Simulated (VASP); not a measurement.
**CdF2: single point with PBEsol**

Crystal: CdF2.

```xyz
3
Lattice="0.0000 2.6940 2.6940 2.6940 0.0000 2.6940 2.6940 2.6940 0.0000" Properties=species:S:1:pos:R:3 pbc="T T T"
Cd    0.0259    0.0315    0.0029
F     4.0459    4.0797    4.0892
F     1.2791    1.3784    1.3804
```

This cell differs from its parent crystal: atoms moved at random.

```yaml
Program: VASP 6.6.1
Task: single point
Functional: PBEsol
Potentials_or_basis: VASP PAW PBE potentials, release 64 (Cd, F)
Cutoff: 520 eV
k_mesh: 9 × 9 × 9
Occupations: fermi-dirac, width 0.05 eV
Spin: no spin polarisation
Dipole_correction: no
Further_INCAR_settings: ALGO = Normal; EDIFF = 1e-06; NBANDS = 20
```

* Pressure: 0.9 GPa
* Largest force: 0.400 eV/Å
* Band gap on the k mesh: 2.92 eV, indirect (least direct gap 3.34 eV)

Forces on the atoms (eV/Å):
```
Cd  -0.304  0.047  0.206
F   -0.090 -0.020 -0.147
F    0.395 -0.027 -0.059
```

Stress tensor (GPa, compression positive):
```
 0.97  0.09 -0.18
 0.09  0.93  0.67
-0.18  0.67  0.87
```

Levels at points of the mesh, in eV from the valence-band top:
```tsv
k point	band 10	band 11	band 12	band 13	band 14	band 15	band 16	band 17
(0.00, 0.00, 0.00)	-0.94	-0.53	-0.48	-0.42	2.92	12.46	12.52	12.61
```

Run time: 3.3 min on 1 thread of Intel(R) Xeon(R) Platinum 8259CL CPU @ 2.50GHz (Skylake/Cascade Lake), with other jobs on the host, peak memory 0.36 GiB.

Caveat: the cell differs from its parent crystal (atoms moved at random); the PAW data sets were made with another functional, which shifts forces and pressure a little. A k mesh can miss the band edges.
